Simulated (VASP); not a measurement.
# SnH in VASP: notebook

SnH is run at these levels: PBE; tasks: single point.

All numbers are computed with VASP 6.6.1; they aren't measurements. Logs are shortened: lines on timing, memory, paths and dates and some standing lists are left out, and cuts for length are marked.

## 1. The cell of the first run

It takes space group P-3m1 (No. 164, trigonal). The conventional cell has a = 4.727 Å, b = 4.727 Å, c = 5.714 Å, α = 90.00°, β = 90.00°, γ = 120.00°. Within 2.3 Å of Sn (site symmetry 3m) lie 1 H at 1.74 Å. H (site symmetry 3m) has 1 Sn at 1.74 Å within 2.3 Å.

## 2. Single point, PBE

Contents of INCAR:

```
  PREC = Accurate
  ENCUT = 520
  EDIFF = 1E-6
  ISMEAR = 0
  SIGMA = 0.2
  LREAL = False
  LASPH = True
  NELM = 100
  ALGO = Normal
  ISIF = 2
  LWAVE = False
  LCHARG = False
  GGA = PE
  NBANDS = 40
```

Contents of KPOINTS:

```
regular mesh
0
Gamma
  6 4 4
```

Contents of POSCAR:

```
SnH
1.0
   -2.3636269988      4.0939220521      0.0000000000
    0.0000000000      0.0000000000      5.7143712902
    7.0908809964      4.0939220521      0.0000000000
Sn H
4 4
Direct
    0.0000000000      0.9291099554      0.3333333333
    0.5000000000      0.9291099554      0.8333333333
    0.5000000000      0.0708900446      0.1666666667
    0.0000000000      0.0708900446      0.6666666667
    0.0000000000      0.6249123383      0.3333333333
    0.5000000000      0.6249123383      0.8333333333
    0.5000000000      0.3750876617      0.1666666667
    0.0000000000      0.3750876617      0.6666666667
```

Potentials or basis: VASP PAW PBE potentials, release 64 (Sn_d, H).

On the command line:

```sh
> cat potpaw_PBE.64/Sn_d/POTCAR potpaw_PBE.64/H/POTCAR > POTCAR
> mpirun -np 1 vasp_std > vasp.out
```

OUTCAR:

```text
PREC = Accurate
   ENCUT = 520
   EDIFF = 1E-6
   ISMEAR = 0
   LREAL = False
   LASPH = True
   NELM = 100
   ISIF = 2
   GGA = PE

 ion  position               nearest neighbor table
   1  0.000  0.929  0.333-   5 1.74   3 2.85   3 2.85   4 2.85
   2  0.500  0.929  0.833-   6 1.74   4 2.85   4 2.85   3 2.85
   3  0.500  0.071  0.167-   7 1.74   1 2.85   1 2.85   2 2.85
   4  0.000  0.071  0.667-   8 1.74   2 2.85   2 2.85   1 2.85
   5  0.000  0.625  0.333-   1 1.74
   6  0.500  0.625  0.833-   2 1.74
   7  0.500  0.375  0.167-   3 1.74
   8  0.000  0.375  0.667-   4 1.74

  LATTYP: Found a simple orthorhombic cell.
 ALAT       =     4.7272539976
 B/A-ratio  =     1.2088141008
 C/A-ratio  =     1.7320508076

  Lattice vectors:

 A1 = (  -2.3636269988,   4.0939220521,   0.0000000000)
 A2 = (   0.0000000000,   0.0000000000,   5.7143712902)
 A3 = (   7.0908809964,   4.0939220521,   0.0000000000)

Analysis of symmetry for initial positions (statically):
=====================================================================
 Subroutine PRICEL returns following result:

  LATTYP: Found a hexagonal cell.
 ALAT       =     4.7272539976
 C/A-ratio  =     1.2088141008

  Lattice vectors:

 A1 = (   2.3636269988,   4.0939220521,   0.0000000000)
 A2 = (  -4.7272539976,   0.0000000000,   0.0000000000)
 A3 = (   0.0000000000,   0.0000000000,   5.7143712902)

   2 primitive cells build up your supercell.

 Routine SETGRP: Setting up the symmetry group for a
 simple orthorhombic supercell.

 Subroutine GETGRP returns: Found  4 space group operations
 (whereof  4 operations were pure point group operations)
 out of a pool of  8 trial point group operations.

The static configuration has the point symmetry C_2h.

Analysis of symmetry for dynamics (positions and initial velocities):
=====================================================================
 Subroutine PRICEL returns following result:

  LATTYP: Found a hexagonal cell.
 ALAT       =     4.7272539976
 C/A-ratio  =     1.2088141008

  Lattice vectors:

 A1 = (   2.3636269988,   4.0939220521,   0.0000000000)
 A2 = (  -4.7272539976,   0.0000000000,   0.0000000000)
[... 107 lines left out ...]
   ISTART =      0    job   : 0-new  1-cont  2-samecut
   ICHARG =      2    charge: 1-file 2-atom 10-const
   ISPIN  =      1    spin polarized calculation?
   LNONCOLLINEAR =      F non collinear calculations
   LSORBIT =      F    spin-orbit coupling
   LASPH  =      T    aspherical Exc in radial PAW
   ENCUT  =  520.0 eV  38.22 Ry    6.18 a.u.   8.79 10.62 15.22*2*pi/ulx,y,z
   NELM   =    100;   NELMIN=  2; NELMDL= -5     # of ELM steps
   EDIFF  = 0.1E-05   stopping-criterion for ELM
   LREAL  =      F    real-space projection
   EDIFFG = 0.1E-04   stopping-criterion for IOM
   NSW    =      0    number of steps for IOM
   IBRION =     -1    ionic relax: 0-MD 1-quasi-New 2-CG
   NFREE  =      0    steps in history (QN), initial steepest desc. (CG)
   ISIF   =      2    stress and relaxation
   ISYM   =      2    0-nonsym 1-usesym 2-fastsym
   POTIM  = 0.5000    time-step for ionic-motion
   TEBEG  =    0.0;   TEEND  =   0.0 temperature during run
   PSTRESS=    0.0 pullay stress
   NELECT =      60.0000    total number of electrons
   NUPDOWN=      -1.0000    fix difference up-down
   EMIN   =  10.00;   EMAX   =-10.00  energy-range for DOS
   EFERMI =   0.00;   METHOD = LEGACY
   ISMEAR =     0;   SIGMA  =   0.20  broadening in eV -4-tet -1-fermi 0-gaus
   EFERMI_NEDOS =   21; number of points for ismear=-14 and -15
   IALGO  =     38    algorithm
   IMIX   =      4    mixing-type and parameters
     AMIX     =   0.40;   BMIX     =  1.00
     AMIX_MAG =   1.60;   BMIX_MAG =  1.00
  volume/ion in A,a.u.               =      27.65       186.58
  Fermi-wavevector in a.u.,A,eV,Ry     =   1.059765  2.002666 15.280730  1.123102
  Thomas-Fermi vector in A             =   2.195122
   LORBIT       =      0    0 simple, 1 ext, 2 COOP (PROOUT), +10 PAW based schemes
   GGA     = PE    functional components
   LHFCALC =     F    Hartree Fock is set to
   AEXX    =    0.0000 exact exchange contribution
   IVDW    =     0    specifies the selected vdW correction
   LEPSILON=     F    determine dielectric tensor
   LRPA    =     F    only Hartree local field effects (RPA)
 non-spin polarized calculation
 Gauss-broadening in eV      SIGMA  =   0.20
  energy-cutoff  :      520.00
  volume of cell :      221.18
 maximum number of plane-waves:      5999
   NGX = 17   NGY = 21   NGZ = 31

 number of electron      59.9999998 magnetization

 Free energy of the ion-electron system (eV)
  ---------------------------------------------------
  ext. energy  EPLUGINS =         0.00000000
  ---------------------------------------------------
  free energy    TOTEN  =       -27.30122146 eV

  energy without entropy =      -27.29626787  energy(sigma->0) =      -27.29874467

 E-fermi :   1.7147     XC(G=0):  -7.0834

 val. band max:        1.6796098829   @ k =   0.0000   0.5000   0.0000
 cond. band min:       2.0030774499   @ k =   0.0000   0.2500   0.0000
 fundamental gap:      0.3234675670
 Fermi energy:         1.7146962205

 k-point     1 :       0.0000    0.0000    0.0000
  band No.  band energies     occupation
      1     -19.5328      2.00000
      2     -19.4994      2.00000
      3     -19.4841      2.00000
      4     -19.4838      2.00000
      5     -19.4230      2.00000
      6     -19.3849      2.00000
[... 1021 lines left out ...]
     39       7.9079      0.00000
     40       7.9079      0.00000

 [... further k-points ...]
[... 5 lines left out ...]
  --------------------------------------------------------------------------------------
  -------------------------------------------------------------------------------------
  Total       -0.0913681     -0.0408511     -0.1773201     -0.0437490      0.0054912      0.0095110
  in kB       -0.6618480     -0.2959152     -1.2844633     -0.3169071      0.0397768      0.0688951
  external PRESSURE =      -0.7474088 kB  Pullay stress =       0.0000000 kB

 VOLUME and BASIS-vectors are now :
 -----------------------------------------------------------------------------
  energy-cutoff  :      520.00
  volume of cell :      221.18
      direct lattice vectors                 reciprocal lattice vectors
    -2.363626999  4.093922052  0.000000000    -0.105769650  0.183198407  0.000000000
     0.000000000  0.000000000  5.714371290     0.000000000  0.000000000  0.174997379
     7.090880996  4.093922052  0.000000000     0.105769650  0.061066136  0.000000000

 POSITION                                       TOTAL-FORCE (eV/Angst)
 -----------------------------------------------------------------------------------
      2.36363      1.36464      5.30928        -0.001590     -0.000918     -0.018051
      4.72725      5.45856      5.30928        -0.001590     -0.000918     -0.018051
      0.00000      2.72928      0.40509         0.001590      0.000918      0.018051
      4.72725      2.72928      0.40509         0.001590      0.000918      0.018051
      2.36363      1.36464      3.57098        -0.000838     -0.000484      0.014391
      4.72725      5.45856      3.57098        -0.000838     -0.000484      0.014391
      0.00000      2.72928      2.14339         0.000838      0.000484     -0.014391
      4.72725      2.72928      2.14339         0.000838      0.000484     -0.014391
 -----------------------------------------------------------------------------------
    total drift:                                0.000000      0.000000      0.000000

  FREE ENERGIE OF THE ION-ELECTRON SYSTEM (eV)
  ---------------------------------------------------
  free  energy   TOTEN  =       -27.3012214632 eV

  energy  without entropy=      -27.2962678706  energy(sigma->0) =      -27.29874467
```

OSZICAR:

```text
N       E                     dE             d eps       ncg     rms          rms(c)
DAV:   1     0.575133943691E+03    0.57513E+03   -0.29574E+04  3368   0.182E+03
DAV:   2     0.501234097676E+02   -0.52501E+03   -0.50913E+03  3200   0.519E+02
DAV:   3    -0.248619624424E+02   -0.74985E+02   -0.74352E+02  3808   0.181E+02
DAV:   4    -0.283437400582E+02   -0.34818E+01   -0.34778E+01  3664   0.438E+01
DAV:   5    -0.284488642118E+02   -0.10512E+00   -0.10512E+00  4128   0.774E+00    0.747E+00
DAV:   6    -0.275260751016E+02    0.92279E+00   -0.55012E-01  4272   0.494E+00    0.411E+00
DAV:   7    -0.272842936165E+02    0.24178E+00   -0.13844E+00  3992   0.509E+00    0.900E-01
DAV:   8    -0.272995985647E+02   -0.15305E-01   -0.28984E-01  3496   0.351E+00    0.433E-01
DAV:   9    -0.272986843367E+02    0.91423E-03   -0.23261E-02  3880   0.860E-01    0.157E-01
DAV:  10    -0.273002786483E+02   -0.15943E-02   -0.77064E-03  4256   0.440E-01    0.127E-01
DAV:  11    -0.273011900673E+02   -0.91142E-03   -0.19893E-03  3392   0.299E-01    0.326E-02
DAV:  12    -0.273012060097E+02   -0.15942E-04   -0.19522E-04  3632   0.938E-02    0.117E-02
DAV:  13    -0.273012179969E+02   -0.11987E-04   -0.24718E-05  3272   0.230E-02    0.461E-03
DAV:  14    -0.273012221370E+02   -0.41401E-05   -0.52807E-06  2752   0.113E-02    0.425E-03
DAV:  15    -0.273012214632E+02    0.67381E-06   -0.57093E-07  2424   0.727E-03
   1 F= -.27301221E+02 E0= -.27298745E+02  d E =-.495359E-02
```

stdout:

```text
POSCAR found type information on POSCAR SnH
 POSCAR found :  2 types and       8 ions
 scaLAPACK will be used
 LDA part: xc-table for (Slater+PW92), standard interpolation
 POSCAR, INCAR and KPOINTS ok, starting setup
 FFT: planning ... GRIDC
 FFT: planning ... GRID_SOFT
 FFT: planning ... GRID
 WAVECAR not read
 entering main loop
```

Run time: 10 min. Hardware: 1 thread of Intel Xeon 8259CL, shared host; peak memory 0.45 GiB.

Results:

| Property | Result |
| --- | --- |
| Free energy | -27.3012 eV |
| Pressure | -0.1 GPa |
| Largest force | 0.018 eV/Å |

Forces on the atoms (eV/Å):
```
Sn  -0.002 -0.001 -0.018
Sn  -0.002 -0.001 -0.018
Sn   0.002  0.001  0.018
Sn   0.002  0.001  0.018
H   -0.001  0.000  0.014
H   -0.001  0.000  0.014
H    0.001  0.000 -0.014
H    0.001  0.000 -0.014
```

Stress tensor (GPa, compression positive):
```
-0.07 -0.03  0.01
-0.03 -0.03  0.00
 0.01  0.00 -0.13
```

Caveat: spin-orbit coupling is left out, which moves the levels of the heavy elements.

(Part 1 of 2 ends here.)
